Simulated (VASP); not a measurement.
# Hf (Pm-3m) in VASP: a series of runs, part 2 of 2

VASP 6.6.1. Earlier steps stand in the parts before.

### 5 Single point, revPBE+D3(BJ)

This run uses another cell than the first one, of 23.80 Å³/atom, 1.114 times its volume.

File INCAR:

```
SYSTEM = Hf
  ALGO = Normal
  EDIFF = 1E-6
  ENCUT = 520
  GGA = RE
  ISIF = 2
  ISMEAR = -1
  IVDW = 12
  LASPH = .TRUE.
  LCHARG = .FALSE.
  LREAL = .FALSE.
  LWAVE = .FALSE.
  NBANDS = 11
  NELM = 80
  PREC = Accurate
  SIGMA = 0.1
```

File KPOINTS:

```
k-points
0
G
  9 9 9
  0 0 0
```

File POSCAR:

```
Hf
1.0
    2.8763104061      0.0000000000      0.0000000000
    0.0000000000      2.8763104061      0.0000000000
    0.0000000000      0.0000000000      2.8763104061
Hf
1
Direct
    0.0000000000      0.0000000000      0.0000000000
```

Potentials or basis: VASP PAW PBE potentials, release 64 (Hf_pv).

Command:

```bash
$ cat potpaw_PBE.64/Hf_pv/POTCAR > POTCAR
$ mpirun -np 1 vasp_std > vasp.out
```

OUTCAR:

```text
SYSTEM = Hf
   EDIFF = 1E-6
   ENCUT = 520
   GGA = RE
   ISIF = 2
   ISMEAR = -1
   IVDW = 12
   LASPH = .TRUE.
   LREAL = .FALSE.
   NELM = 80
   PREC = Accurate
 IVDW          = 12

 ion  position               nearest neighbor table
   1  0.000  0.000  0.000-

  LATTYP: Found a simple cubic cell.
 ALAT       =     2.8763104061

  Lattice vectors:

 A1 = (   2.8763104061,   0.0000000000,   0.0000000000)
 A2 = (   0.0000000000,   2.8763104061,   0.0000000000)
 A3 = (   0.0000000000,   0.0000000000,   2.8763104061)

Analysis of symmetry for initial positions (statically):
=====================================================================
 Subroutine PRICEL returns:
 Original cell was already a primitive cell.

 Routine SETGRP: Setting up the symmetry group for a
 simple cubic supercell.

 Subroutine GETGRP returns: Found 48 space group operations
 (whereof 48 operations were pure point group operations)
 out of a pool of 48 trial point group operations.

The static configuration has the point symmetry O_h .

Analysis of symmetry for dynamics (positions and initial velocities):
=====================================================================
 Subroutine PRICEL returns:
 Original cell was already a primitive cell.

 Routine SETGRP: Setting up the symmetry group for a
 simple cubic supercell.

 Subroutine GETGRP returns: Found 48 space group operations
 (whereof 48 operations were pure point group operations)
 out of a pool of 48 trial point group operations.

The dynamic configuration has the point symmetry O_h .

 Subroutine INISYM returns: Found 48 space group operations
 (whereof 48 operations are pure point group operations),
 and found     1 'primitive' translations

----------------------------------------------------------------------------------------

                                     Primitive cell

  volume of cell :      23.7962

  direct lattice vectors                    reciprocal lattice vectors
     2.876310406  0.000000000  0.000000000     0.347667622  0.000000000  0.000000000
     0.000000000  2.876310406  0.000000000     0.000000000  0.347667622  0.000000000
     0.000000000  0.000000000  2.876310406     0.000000000  0.000000000  0.347667622

  length of vectors
     2.876310406  2.876310406  2.876310406     0.347667622  0.347667622  0.347667622

  position of ions in fractional coordinates (direct lattice)
     0.000000000  0.000000000  0.000000000

  ion indices of the primitive-cell ions
   primitive index   ion index
                 1           1

----------------------------------------------------------------------------------------

 KPOINTS: k-points

Automatic generation of k-mesh.
 Grid dimensions read from file:
 generate k-points for:    9    9    9

 Generating k-lattice:

  Cartesian coordinates                     Fractional coordinates (reciprocal lattice)
     0.038629736  0.000000000  0.000000000     0.111111111  0.000000000  0.000000000
     0.000000000  0.038629736  0.000000000     0.000000000  0.111111111  0.000000000
     0.000000000  0.000000000  0.038629736     0.000000000  0.000000000  0.111111111

  Length of vectors
     0.038629736  0.038629736  0.038629736

  Shift w.r.t. Gamma in fractional coordinates (k-lattice)
     0.000000000  0.000000000  0.000000000

 Subroutine IBZKPT returns following result:
 ===========================================

 Found     35 irreducible k-points:

 Following reciprocal coordinates:
            Coordinates               Weight
  0.000000  0.000000  0.000000      1.000000
  0.111111  0.000000  0.000000      6.000000
  0.222222  0.000000  0.000000      6.000000
  0.333333  0.000000  0.000000      6.000000
  0.444444  0.000000  0.000000      6.000000
  0.111111  0.111111  0.000000     12.000000
[... 16 lines left out ...]
  0.333333  0.333333  0.111111     24.000000
  0.444444  0.333333  0.111111     48.000000
 [... further k-points ...]
   k-points           NKPTS =     35   k-points in BZ     NKDIM =     35   number of bands    NBANDS=     11
   number of dos      NEDOS =    301   number of ions     NIONS =      1
   total plane-waves  NPLWV =  13824
   dimension x,y,z NGX =    24 NGY =   24 NGZ =   24
   dimension x,y,z NGXF=    48 NGYF=   48 NGZF=   48
   ions per type =               1
   NGX,Y,Z   is equivalent  to a cutoff of  13.87, 13.87, 13.87 a.u.
   NGXF,Y,Z  is equivalent  to a cutoff of  27.74, 27.74, 27.74 a.u.
 SYSTEM =  Hf
   PREC   = accura    normal or accurate (medium, high low for compatibility)
   ISTART =      0    job   : 0-new  1-cont  2-samecut
   ICHARG =      2    charge: 1-file 2-atom 10-const
   ISPIN  =      1    spin polarized calculation?
   LNONCOLLINEAR =      F non collinear calculations
   LSORBIT =      F    spin-orbit coupling
   LASPH  =      T    aspherical Exc in radial PAW
   ENCUT  =  520.0 eV  38.22 Ry    6.18 a.u.   5.35  5.35  5.35*2*pi/ulx,y,z
   NELM   =     80;   NELMIN=  2; NELMDL= -5     # of ELM steps
   EDIFF  = 0.1E-05   stopping-criterion for ELM
   LREAL  =      F    real-space projection
   EDIFFG = 0.1E-04   stopping-criterion for IOM
   NSW    =      0    number of steps for IOM
   IBRION =     -1    ionic relax: 0-MD 1-quasi-New 2-CG
   NFREE  =      0    steps in history (QN), initial steepest desc. (CG)
   ISIF   =      2    stress and relaxation
   ISYM   =      2    0-nonsym 1-usesym 2-fastsym
   POTIM  = 0.5000    time-step for ionic-motion
   TEBEG  =    0.0;   TEEND  =   0.0 temperature during run
   PSTRESS=    0.0 pullay stress
   NELECT =      10.0000    total number of electrons
   NUPDOWN=      -1.0000    fix difference up-down
   EMIN   =  10.00;   EMAX   =-10.00  energy-range for DOS
   EFERMI =   0.00;   METHOD = LEGACY
   ISMEAR =    -1;   SIGMA  =   0.10  broadening in eV -4-tet -1-fermi 0-gaus
   EFERMI_NEDOS =   21; number of points for ismear=-14 and -15
   IALGO  =     38    algorithm
   IMIX   =      4    mixing-type and parameters
     AMIX     =   0.40;   BMIX     =  1.00
     AMIX_MAG =   1.60;   BMIX_MAG =  1.00
  volume/ion in A,a.u.               =      23.80       160.58
  Fermi-wavevector in a.u.,A,eV,Ry     =   1.226231  2.317241 20.458309  1.503643
  Thomas-Fermi vector in A             =   2.361240
   LORBIT       =      0    0 simple, 1 ext, 2 COOP (PROOUT), +10 PAW based schemes
   GGA     = RE    functional components
   LHFCALC =     F    Hartree Fock is set to
   AEXX    =    0.0000 exact exchange contribution
   IVDW    =    12    specifies the selected vdW correction
   LEPSILON=     F    determine dielectric tensor
   LRPA    =     F    only Hartree local field effects (RPA)
 non-spin polarized calculation
  energy-cutoff  :      520.00
  volume of cell :       23.80
 maximum number of plane-waves:       656
 NGX is ok and might be reduce to    24
   NGX = 11   NGY = 11   NGZ = 11

 number of electron      10.0000000 magnetization

 number of electron       9.9999999 magnetization

 Free energy of the ion-electron system (eV)
  ---------------------------------------------------
  ext. energy  EPLUGINS =         0.00000000
  ---------------------------------------------------
  free energy    TOTEN  =        -8.51563941 eV

  energy without entropy =       -8.46363293  energy(sigma->0) =       -8.48963617

 E-fermi :   4.0994     XC(G=0): -10.8633

 val. band max:        4.0421999901   @ k =   0.4444   0.4444   0.1111
 cond. band min:       4.1484797868   @ k =   0.4444   0.1111   0.1111
 fundamental gap:      0.1062797968
 Fermi energy:         4.0993771419

 k-point     1 :       0.0000    0.0000    0.0000
  band No.  band energies     occupation
      1     -25.7265      2.00000
      2     -25.7265      2.00000
      3     -25.7265      2.00000
      4      -2.4605      2.00000
      5       2.6467      2.00000
      6       2.6467      2.00000
      7      10.9117      0.00000
      8      10.9117      0.00000
      9      10.9117      0.00000
     10      17.3352      0.00000
     11      17.3352      0.00000
[... 309 lines left out ...]
 k-point    24 :       0.4444    0.3333    0.1111
  band No.  band energies     occupation
      1     -26.6112      2.00000
      2     -26.3747      2.00000
      3     -25.6882      2.00000
      4       1.8463      2.00000
      5       3.5576      1.99117
      6       6.2520      0.00000
      7       6.4989      0.00000
      8       8.5987      0.00000
      9       9.7730      0.00000
     10      14.2137      0.00000
     11      17.2233      0.00000

 [... further k-points ...]

------------------------ aborting loop because EDIFF is reached ----------------------------------------

 Edisp (eV)   -0.73455

 E8    (eV) :    -0.5594

  FORCE on cell =-STRESS in cart. coord.  units (eV):
  Direction    XX          YY          ZZ          XY          YZ          ZX
  --------------------------------------------------------------------------------------
  -------------------------------------------------------------------------------------
  Total      -0.04709    -0.04709    -0.04709     0.00000     0.00000    -0.00000
  in kB      -3.17037    -3.17037    -3.17037     0.00000     0.00000    -0.00000
  external pressure =       -3.17 kB  Pullay stress =        0.00 kB

 VOLUME and BASIS-vectors are now :
 -----------------------------------------------------------------------------
  energy-cutoff  :      520.00
  volume of cell :       23.80
      direct lattice vectors                 reciprocal lattice vectors
     2.876310406  0.000000000  0.000000000     0.347667622  0.000000000  0.000000000
     0.000000000  2.876310406  0.000000000     0.000000000  0.347667622  0.000000000
     0.000000000  0.000000000  2.876310406     0.000000000  0.000000000  0.347667622

 POSITION                                       TOTAL-FORCE (eV/Angst)
 -----------------------------------------------------------------------------------
      0.00000      0.00000      0.00000         0.000000      0.000000      0.000000
 -----------------------------------------------------------------------------------
    total drift:                                0.000000      0.000000      0.000000

  FREE ENERGIE OF THE ION-ELECTRON SYSTEM (eV)
  ---------------------------------------------------
  free  energy   TOTEN  =        -9.2501871410 eV

  energy  without entropy=       -9.1981806560  energy(sigma->0) =       -9.22418390
```

OSZICAR:

```text
N       E                     dE             d eps       ncg     rms          rms(c)
DAV:   1     0.155826556011E+02    0.15583E+02   -0.58035E+03   778   0.835E+02
DAV:   2    -0.823574439496E+01   -0.23818E+02   -0.23119E+02   979   0.158E+02
DAV:   3    -0.874280381556E+01   -0.50706E+00   -0.49666E+00   968   0.152E+01
DAV:   4    -0.874612651892E+01   -0.33227E-02   -0.33219E-02   857   0.134E+00
DAV:   5    -0.874615138583E+01   -0.24867E-04   -0.24866E-04   970   0.106E-01    0.333E+01
DAV:   6    -0.856095030537E+01    0.18520E+00   -0.18539E-01   854   0.295E+00    0.197E+01
DAV:   7    -0.851992193410E+01    0.41028E-01   -0.24640E-01   899   0.328E+00    0.104E+00
DAV:   8    -0.851558548998E+01    0.43364E-02   -0.22703E-02   851   0.101E+00    0.130E-01
DAV:   9    -0.851562918857E+01   -0.43699E-04   -0.40584E-04   966   0.163E-01    0.722E-02
DAV:  10    -0.851564044740E+01   -0.11259E-04   -0.26438E-05   905   0.421E-02    0.497E-02
DAV:  11    -0.851563940923E+01    0.10382E-05   -0.62873E-06   920   0.175E-02    0.287E-03
DAV:  12    -0.851563941118E+01   -0.19527E-08   -0.98768E-08   559   0.292E-03
   1 F= -.92501871E+01 E0= -.92241839E+01  d E =-.520065E-01
```

stdout:

```text
POSCAR found type information on POSCAR Hf
 POSCAR found :  1 types and       1 ions
 scaLAPACK will be used
 -----------------------------------------------------------------------------
|                                                                             |
|                                                                             |
|     You enforced a specific xc type in the INCAR file but a different       |
|     I HOPE YOU KNOW WHAT YOU ARE DOING!                                     |
|                                                                             |
 -----------------------------------------------------------------------------

 LDA part: xc-table for (Slater+PW92), standard interpolation
 POSCAR, INCAR and KPOINTS ok, starting setup
 FFT: planning ... GRIDC
 FFT: planning ... GRID_SOFT
 FFT: planning ... GRID
 WAVECAR not read
 entering main loop
```

It took 5 s on 1 thread of Intel Xeon Platinum 8488C (Sapphire Rapids), shared host; peak memory 0.15 GiB.

Results:

- Free energy: -9.2502 eV
- Pressure: -0.3 GPa
- Band gap on the k mesh: zero (band 5 reaches 4.83 eV, above the bottom of band 6 at 2.65 eV)
- Dispersion energy per atom: -0.735 eV

Levels at points of the mesh, in eV from the Fermi level:
| k point | band 3 | band 4 | band 5 | band 6 | band 7 | band 8 |
| --- | --- | --- | --- | --- | --- | --- |
| (0.00, 0.00, 0.00) | -29.83 | -6.56 | -1.45 | -1.45 | 6.81 | 6.81 |

Caveat: the PAW data sets were made with another functional, which shifts forces and pressure a little; spin-orbit coupling is left out, which moves the levels of the heavy elements; pairwise dispersion overbinds metals, which lowers pressure and volume.

### 6 The runs side by side

| cell | gap on the mesh (eV) | pressure (GPa) |
| --- | --- | --- |
| a = 2.774 Å, 1 atom | none | 9.6 |
| a = 2.704 Å, 1 atom | none | 19.4 |
| a = 2.821 Å, 1 atom | none | 4.6 |
| a = 2.876 Å, 1 atom | none | -0.3 |

Alike in all rows: task single point; level revPBE+D3(BJ); potentials or basis VASP PAW PBE potentials, release 64 (Hf_pv); no spin polarisation; k mesh 9 × 9 × 9; cutoff (eV) 520; smearing fermi-dirac 0.1 eV.

Caveats: the PAW data sets were made with another functional, which shifts forces and pressure a little; spin-orbit coupling is left out, which moves the levels of the heavy elements; pairwise dispersion overbinds metals, which lowers pressure and volume.

Absolute energies hang on the potentials; compare differences alone.
